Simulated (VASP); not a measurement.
# CaHOs2 (P4/mmm) in VASP: single point with PBE

Aim: the single point of CaHOs2 with PBE.

All numbers are computed with VASP 6.6.1; they aren't measurements. Logs are shortened: lines on timing, memory, paths and dates and some standing lists are left out, and cuts for length are marked.

**1. The cell of the first run**

The structure is tetragonal, space group P4/mmm (No. 123). Conventional cell: a = 3.296 Å, b = 3.296 Å, c = 4.654 Å, α = 90.00°, β = 90.00°, γ = 90.00°. Ca (site symmetry 4/mmm) has 6 Os at 2.33 Å within 3.1 Å. H (site symmetry 4/mmm) has 6 Os at 2.33 Å within 3.1 Å. Within 3.1 Å of Os (site symmetry 4/mmm) lie 2 H at 2.33 Å and 4 Ca at 2.33 Å. Within 3.1 Å of Os (site symmetry 4/mmm) lie 2 Ca at 2.33 Å and 4 H at 2.33 Å.

The cell was generated, and may not be a known phase.

**2. Single point, PBE**

Contents of INCAR:

```
PREC = Accurate
ENCUT = 560
EDIFF = 1E-6
ISMEAR = 0
SIGMA = 0.1
LREAL = F
LASPH = T
NELM = 120
ALGO = Normal
ISIF = 2
LWAVE = F
LCHARG = T
GGA = PE
LELF = T
LVHAR = T
NBANDS = 30
GGA_COMPAT = F
```

Contents of KPOINTS:

```
Automatic mesh
0
Gamma
  6 6 4
```

Contents of POSCAR:

```
CaHOs2
1.0
    3.2962608700      0.0000000000      0.0000000000
    0.0000000000      3.2962608700      0.0000000000
    0.0000000000      0.0000000000      4.6537219700
Ca H Os
1 1 2
Direct
    0.5000000000      0.5000000000      0.5000000000
    0.0000000000      0.0000000000      0.0000000000
    0.0000000000      0.0000000000      0.5000000000
    0.5000000000      0.5000000000      0.0000000000
```

Potentials or basis: VASP PAW PBE potentials, release 64 (Ca_sv, H, Os_sv_GW).

Started as:

```bash
> cat potpaw_PBE.64/Ca_sv/POTCAR potpaw_PBE.64/H/POTCAR potpaw_PBE.64/Os_sv_GW/POTCAR > POTCAR
> mpirun -np 1 vasp_std > vasp.out
```

OUTCAR:

```text
PREC = Accurate
   ENCUT = 560
   EDIFF = 1E-6
   ISMEAR = 0
   LREAL = F
   LASPH = T
   NELM = 120
   ISIF = 2
   GGA = PE

 ion  position               nearest neighbor table
   1  0.500  0.500  0.500-   4 2.33   4 2.33   3 2.33   3 2.33   3 2.33   3 2.33
   2  0.000  0.000  0.000-
   3  0.000  0.000  0.500-   1 2.33   1 2.33   1 2.33   1 2.33   4 3.29   4 3.29   4 3.29   4 3.29
                             4 3.29   4 3.29   4 3.29   4 3.29
   4  0.500  0.500  0.000-   1 2.33   1 2.33   3 3.29   3 3.29   3 3.29   3 3.29   3 3.29   3 3.29
                             3 3.29   3 3.29

  LATTYP: Found a simple tetragonal cell.
 ALAT       =     3.2962608700
 C/A-ratio  =     1.4118184675

  Lattice vectors:

 A1 = (   3.2962608700,   0.0000000000,   0.0000000000)
 A2 = (   0.0000000000,   3.2962608700,   0.0000000000)
 A3 = (   0.0000000000,   0.0000000000,   4.6537219700)

Analysis of symmetry for initial positions (statically):
=====================================================================
 Subroutine PRICEL returns:
 Original cell was already a primitive cell.

 Routine SETGRP: Setting up the symmetry group for a
 simple tetragonal supercell.

 Subroutine GETGRP returns: Found 16 space group operations
 (whereof 16 operations were pure point group operations)
 out of a pool of 16 trial point group operations.

The static configuration has the point symmetry D_4h.

Analysis of symmetry for dynamics (positions and initial velocities):
=====================================================================
 Subroutine PRICEL returns:
 Original cell was already a primitive cell.

 Routine SETGRP: Setting up the symmetry group for a
 simple tetragonal supercell.

 Subroutine GETGRP returns: Found 16 space group operations
 (whereof 16 operations were pure point group operations)
 out of a pool of 16 trial point group operations.

The dynamic configuration has the point symmetry D_4h.

 Subroutine INISYM returns: Found 16 space group operations
 (whereof 16 operations are pure point group operations),
 and found     1 'primitive' translations

----------------------------------------------------------------------------------------

                                     Primitive cell

  volume of cell :      50.5643

  direct lattice vectors                    reciprocal lattice vectors
     3.296260870  0.000000000  0.000000000     0.303374047  0.000000000  0.000000000
     0.000000000  3.296260870  0.000000000     0.000000000  0.303374047  0.000000000
     0.000000000  0.000000000  4.653721970     0.000000000  0.000000000  0.214881767

  length of vectors
     3.296260870  3.296260870  4.653721970     0.303374047  0.303374047  0.214881767

  position of ions in fractional coordinates (direct lattice)
     0.500000000  0.500000000  0.500000000
     0.000000000  0.000000000  0.000000000
     0.000000000  0.000000000  0.500000000
     0.500000000  0.500000000  0.000000000

  ion indices of the primitive-cell ions
   primitive index   ion index
                 1           1
                 2           2
                 3           3
                 4           4

----------------------------------------------------------------------------------------

 KPOINTS: Automatic mesh

Automatic generation of k-mesh.
 Grid dimensions read from file:
 generate k-points for:    6    6    4

 Generating k-lattice:

  Cartesian coordinates                     Fractional coordinates (reciprocal lattice)
     0.050562341  0.000000000  0.000000000     0.166666667  0.000000000  0.000000000
     0.000000000  0.050562341  0.000000000     0.000000000  0.166666667  0.000000000
     0.000000000  0.000000000  0.053720442     0.000000000  0.000000000  0.250000000

  Length of vectors
     0.050562341  0.050562341  0.053720442

  Shift w.r.t. Gamma in fractional coordinates (k-lattice)
     0.000000000  0.000000000  0.000000000

 Subroutine IBZKPT returns following result:
 ===========================================

 Found     30 irreducible k-points:

 Following reciprocal coordinates:
            Coordinates               Weight
  0.000000  0.000000  0.000000      1.000000
  0.166667  0.000000  0.000000      4.000000
  0.333333  0.000000  0.000000      4.000000
  0.500000  0.000000  0.000000      2.000000
  0.166667  0.166667  0.000000      4.000000
  0.333333  0.166667  0.000000      8.000000
[... 16 lines left out ...]
  0.333333  0.000000  0.500000      4.000000
  0.500000  0.000000  0.500000      2.000000
 [... further k-points ...]
   k-points           NKPTS =     30   k-points in BZ     NKDIM =     30   number of bands    NBANDS=     30
   number of dos      NEDOS =    301   number of ions     NIONS =      4
   total plane-waves  NPLWV =  28224
   dimension x,y,z NGX =    28 NGY =   28 NGZ =   36
   dimension x,y,z NGXF=    56 NGYF=   56 NGZF=   72
   ions per type =               1   1   2
   NGX,Y,Z   is equivalent  to a cutoff of  14.12, 14.12, 12.86 a.u.
   NGXF,Y,Z  is equivalent  to a cutoff of  28.24, 28.24, 25.72 a.u.
 SYSTEM =  unknown system
   PREC   = accura    normal or accurate (medium, high low for compatibility)
   ISTART =      0    job   : 0-new  1-cont  2-samecut
   ICHARG =      2    charge: 1-file 2-atom 10-const
   ISPIN  =      1    spin polarized calculation?
   LNONCOLLINEAR =      F non collinear calculations
   LSORBIT =      F    spin-orbit coupling
   LASPH  =      T    aspherical Exc in radial PAW
   ENCUT  =  560.0 eV  41.16 Ry    6.42 a.u.   6.36  6.36  8.98*2*pi/ulx,y,z
   NELM   =    120;   NELMIN=  2; NELMDL= -5     # of ELM steps
   EDIFF  = 0.1E-05   stopping-criterion for ELM
   LREAL  =      F    real-space projection
   EDIFFG = 0.1E-04   stopping-criterion for IOM
   NSW    =      0    number of steps for IOM
   IBRION =     -1    ionic relax: 0-MD 1-quasi-New 2-CG
   NFREE  =      0    steps in history (QN), initial steepest desc. (CG)
   ISIF   =      2    stress and relaxation
   ISYM   =      2    0-nonsym 1-usesym 2-fastsym
   POTIM  = 0.5000    time-step for ionic-motion
   TEBEG  =    0.0;   TEEND  =   0.0 temperature during run
   PSTRESS=    0.0 pullay stress
   NELECT =      43.0000    total number of electrons
   NUPDOWN=      -1.0000    fix difference up-down
   EMIN   =  10.00;   EMAX   =-10.00  energy-range for DOS
   EFERMI =   0.00;   METHOD = LEGACY
   ISMEAR =     0;   SIGMA  =   0.10  broadening in eV -4-tet -1-fermi 0-gaus
   EFERMI_NEDOS =   21; number of points for ismear=-14 and -15
   IALGO  =     38    algorithm
   IMIX   =      4    mixing-type and parameters
     AMIX     =   0.40;   BMIX     =  1.00
     AMIX_MAG =   1.60;   BMIX_MAG =  1.00
  volume/ion in A,a.u.               =      12.64        85.31
  Fermi-wavevector in a.u.,A,eV,Ry     =   1.551017  2.930996 32.730891  2.405653
  Thomas-Fermi vector in A             =   2.655597
   LORBIT       =      0    0 simple, 1 ext, 2 COOP (PROOUT), +10 PAW based schemes
   GGA     = PE    functional components
   LHFCALC =     F    Hartree Fock is set to
   AEXX    =    0.0000 exact exchange contribution
   IVDW    =     0    specifies the selected vdW correction
   LEPSILON=     F    determine dielectric tensor
   LRPA    =     F    only Hartree local field effects (RPA)
 non-spin polarized calculation
 Gauss-broadening in eV      SIGMA  =   0.10
  energy-cutoff  :      560.00
  volume of cell :       50.56
 maximum number of plane-waves:      1544
 NGX is ok and might be reduce to    28
   NGX = 13   NGY = 13   NGZ = 17

 number of electron      43.0000001 magnetization

 Free energy of the ion-electron system (eV)
  ---------------------------------------------------
  ext. energy  EPLUGINS =         0.00000000
  ---------------------------------------------------
  free energy    TOTEN  =       -18.35239723 eV

  energy without entropy =      -18.32500735  energy(sigma->0) =      -18.33870229

 E-fermi :   8.9580     XC(G=0): -12.8033

 val. band max:        8.9306482298   @ k =   0.3333   0.3333   0.5000
 cond. band min:       8.9642825609   @ k =   0.5000   0.3333   0.5000
 fundamental gap:      0.0336343311
 Fermi energy:         8.9579890990

 k-point     1 :       0.0000    0.0000    0.0000
  band No.  band energies     occupation
      1     -76.7537      2.00000
      2     -76.4594      2.00000
      3     -36.3775      2.00000
      4     -36.1303      2.00000
      5     -36.1303      2.00000
      6     -36.0152      2.00000
[... 22 lines left out ...]
     29      17.8439      0.00000
     30      17.8439      0.00000

 k-point     2 :       0.1667    0.0000    0.0000
  band No.  band energies     occupation
      1     -76.7535      2.00000
      2     -76.4591      2.00000
      3     -36.3725      2.00000
      4     -36.1482      2.00000
      5     -36.1271      2.00000
      6     -36.0656      2.00000
[... 22 lines left out ...]
     29      17.5203      0.00000
     30      17.5368      0.00000

 k-point     3 :       0.3333    0.0000    0.0000
  band No.  band energies     occupation
      1     -76.7525      2.00000
      2     -76.4577      2.00000
      3     -36.3620      2.00000
      4     -36.1862      2.00000
      5     -36.1578      2.00000
      6     -36.1201      2.00000
[... 22 lines left out ...]
     29      17.0172      0.00000
     30      17.3844      0.00000

 k-point     4 :       0.5000    0.0000    0.0000
  band No.  band energies     occupation
      1     -76.7522      2.00000
      2     -76.4572      2.00000
      3     -36.3569      2.00000
      4     -36.2192      2.00000
      5     -36.1895      2.00000
      6     -36.1169      2.00000
[... 22 lines left out ...]
     29      16.7964      0.00000
     30      17.3285      0.00000

 k-point     5 :       0.1667    0.1667    0.0000
  band No.  band energies     occupation
      1     -76.7531      2.00000
      2     -76.4584      2.00000
      3     -36.3683      2.00000
      4     -36.1481      2.00000
      5     -36.1402      2.00000
      6     -36.0780      2.00000
[... 22 lines left out ...]
     29      17.0653      0.00000
     30      17.3267      0.00000
[... 526 lines left out ...]
     29      18.3263      0.00000
     30      20.2671      0.00000

 k-point    22 :       0.1667    0.0000    0.5000
  band No.  band energies     occupation
      1     -76.7539      2.00000
      2     -76.4592      2.00000
      3     -36.4195      2.00000
      4     -36.1451      2.00000
      5     -36.1203      2.00000
      6     -36.0568      2.00000
[... 22 lines left out ...]
     29      17.1779      0.00000
     30      19.1132      0.00000

 k-point    23 :       0.3333    0.0000    0.5000
  band No.  band energies     occupation
      1     -76.7530      2.00000
      2     -76.4580      2.00000
      3     -36.4556      2.00000
      4     -36.1860      2.00000
      5     -36.1179      2.00000
      6     -36.1111      2.00000
[... 22 lines left out ...]
     29      14.4628      0.00000
     30      15.8045      0.00000

 k-point    24 :       0.5000    0.0000    0.5000
  band No.  band energies     occupation
      1     -76.7528      2.00000
      2     -76.4575      2.00000
      3     -36.4777      2.00000
      4     -36.2054      2.00000
      5     -36.1332      2.00000
      6     -36.1168      2.00000
[... 22 lines left out ...]
     29      13.8859      0.00000
     30      13.8993      0.00000

 [... further k-points ...]

------------------------ aborting loop because EDIFF is reached ----------------------------------------

  FORCE on cell =-STRESS in cart. coord.  units (eV):
  Direction    XX          YY          ZZ          XY          YZ          ZX
  --------------------------------------------------------------------------------------
  -------------------------------------------------------------------------------------
  Total       12.2686423     12.2686423     10.2178732      0.0000000      0.0000000      0.0000000
  in kB      388.7438258    388.7438258    323.7632166      0.0000000      0.0000000      0.0000000
  external PRESSURE =     367.0836227 kB  Pullay stress =       0.0000000 kB

 VOLUME and BASIS-vectors are now :
 -----------------------------------------------------------------------------
  energy-cutoff  :      560.00
  volume of cell :       50.56
      direct lattice vectors                 reciprocal lattice vectors
     3.296260870  0.000000000  0.000000000     0.303374047  0.000000000  0.000000000
     0.000000000  3.296260870  0.000000000     0.000000000  0.303374047  0.000000000
     0.000000000  0.000000000  4.653721970     0.000000000  0.000000000  0.214881767

 POSITION                                       TOTAL-FORCE (eV/Angst)
 -----------------------------------------------------------------------------------
      1.64813      1.64813      2.32686         0.000000      0.000000      0.000000
      0.00000      0.00000      0.00000         0.000000      0.000000      0.000000
      0.00000      0.00000      2.32686         0.000000      0.000000      0.000000
      1.64813      1.64813      0.00000         0.000000      0.000000      0.000000
 -----------------------------------------------------------------------------------
    total drift:                                0.000000      0.000000      0.000000

  FREE ENERGIE OF THE ION-ELECTRON SYSTEM (eV)
  ---------------------------------------------------
  free  energy   TOTEN  =       -18.3523972256 eV

  energy  without entropy=      -18.3250073487  energy(sigma->0) =      -18.33870229
```

It took 60 s on 1 thread of Intel Xeon Platinum 8259CL at 2.50GHz (Skylake/Cascade Lake), shared host; peak memory 0.21 GiB.

Results:

| Property | Result |
| --- | --- |
| Free energy | -18.3524 eV |
| Pressure | 36.7 GPa |
| Band gap on the k mesh | zero (an odd number of electrons rules out a gap without spin polarisation) |

Levels at points of the mesh, in eV from the Fermi level:
```
           k point  band 18  band 19  band 20  band 21  band 22  band 23  band 24  band 25
(0.00, 0.00, 0.00)    -3.03    -2.96    -2.27     0.04     0.56     0.56     1.33     2.46
(0.50, 0.00, 0.00)    -1.93    -1.61    -1.39    -0.91     0.36     1.20     1.20     2.35
(0.50, 0.50, 0.00)    -1.60     0.37     0.57     0.57     0.84     1.23     1.23     1.68
(0.00, 0.00, 0.50)    -2.31    -1.77    -1.77    -0.90    -0.90    -0.10     0.21     5.16
(0.50, 0.00, 0.50)    -0.88    -0.88     0.33     0.36     0.37     0.58     0.63     2.70
(0.50, 0.50, 0.50)    -1.97    -1.60    -0.98     0.38     0.47     0.86     3.55     4.18
```

Caveat: the stress differs along the axes, from 32 to 39 GPa; spin-orbit coupling is left out, which moves the levels of the heavy elements.

The gap in the log of VASP goes by the Fermi energy; the results here count the filled bands.